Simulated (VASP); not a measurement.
Crystal: SiC.

```
Si C
1.0
     0.00000    2.17805    2.17805
     2.17805    0.00000    2.17805
     2.17805    2.17805    0.00000
Si C
1 1
Cartesian
  0.0000 0.0000 0.0000
  1.0890 1.0890 1.0890
```

Program: VASP 6.6.1. Alike in all runs: potentials or basis VASP PAW PBE potentials, release 64 (Si, C); no spin polarisation; cell as given; k mesh 8 × 8 × 8; cutoff (eV) 520; smearing gaussian 0.01 eV.

Question: Order these runs on this cell by their band gap on the k mesh, lowest first.
A. level r2SCANh; grid for exact exchange (PRECFOCK) Normal; share of exact exchange 0.1
B. level PBE
C. level r2SCAN

Answer: B (1.35 eV), C (1.72 eV), A (2.30 eV).

A k mesh can miss the band edges.
